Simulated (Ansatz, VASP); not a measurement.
# Two plane-wave programs on CoSi

Contents of INCAR:

```
SYSTEM = CoSi
PREC     = Accurate       ! precision mode
ENCUT    = 690            ! plane-wave cutoff, eV
EDIFF    = 1E-6           ! SCF threshold, eV
ISMEAR   = -1             ! smearing method
SIGMA    = 0.08           ! smearing width, eV
LREAL    = .FALSE.        ! projectors in reciprocal space
LASPH    = .TRUE.         ! aspherical terms in the spheres
NELM     = 120            ! most SCF steps
ALGO     = Normal         ! electronic algorithm
ISIF     = 2              ! what is computed and relaxed
LWAVE    = .FALSE.        ! write WAVECAR
LCHARG   = .FALSE.        ! write CHGCAR
GGA      = PE             ! functional
NBANDS   = 29             ! bands
GGA_COMPAT= .FALSE.
```

The input KPOINTS:

```
Automatic mesh
0
G
  12 12 7
  0 0 0
```

File POSCAR:

```
CoSi
1.0
    2.2219361987      0.0000000000      0.0000000000
   -1.1109680993      1.9242531936      0.0000000000
    0.0000000000      0.0000000000      6.3952730058
Co Si
2 2
Direct
    0.0000000000      0.0000000000      0.0000000000
    0.0000000000      0.0000000000      0.5000000000
    0.3333333333      0.6666666667      0.2500000000
    0.6666666667      0.3333333333      0.7500000000
```

Input for Ansatz:

```yaml
crystal:
  lattice:
    - [2.2219361987, 0.0, 0.0]
    - [-1.1109680993, 1.9242531936, 0.0]
    - [0.0, 0.0, 6.3952730058]
  atoms:
    - { symbol: Co, position: [0.0, 0.0, 0.0] }
    - { symbol: Co, position: [0.0, 0.0, 0.5] }
    - { symbol: Si, position: [0.3333333333, 0.6666666667, 0.25] }
    - { symbol: Si, position: [0.6666666667, 0.3333333333, 0.75] }
kpoints:
  mp_grid: { grid: [12, 12, 7] }
  band_path:
    path:
      - [0.0, 0.0, 0.0]
      - [0.5, 0.0, 0.0]
      - [0.3333333333, 0.3333333333, 0.0]
      - [0.0, 0.0, 0.0]
      - [0.0, 0.0, 0.5]
      - [0.5, 0.0, 0.5]
      - [0.3333333333, 0.3333333333, 0.5]
      - [0.0, 0.0, 0.5]
      - [0.5, 0.0, 0.5]
    npoints: 8
scf:
  occupations: { method: fermi_dirac, width: 0.08 }
hamiltonian:
  xc: pbe
  pseudopotentials: { kind: paw }
output:
  forces: true
  stress: true
  eigenvalues: true
  populations: true
  dos: { projected: true, de: 0.2, e_range: [-14, 8] }
  write_density: true
  write_potential: true
  elf: true
  volumetric_format: npy
```

Change from the starting cell: volume scaled by 0.55, PAW files.

Alike in both runs: task single point; functional PBE; k mesh 12 × 12 × 7; occupations fermi-dirac, width 0.08 eV; no spin polarisation.

```csv
,VASP,Ansatz
version,VASP 6.6.1,Ansatz 0.2.0
potentials or method,"VASP PAW PBE potentials, release 64 (Co_sv, Si)","PAW with Ansatz's default frozen-core files, scalar-relativistic"
plane-wave cutoff (eV),690,420
valence electrons in the cell,42,42
```

|  | VASP | Ansatz | Ansatz less VASP |
| --- | --- | --- | --- |
| pressure (GPa) | 294.3 | 295.5 | +1.23 |
| traceless stress, the component that is largest in VASP (GPa) | 0.96 | 0.40 | -0.553 |

Both programs put the cell under a high pressure, so it lies far from rest at this level.

Noted on VASP's run: the cell as given lies far from equilibrium.
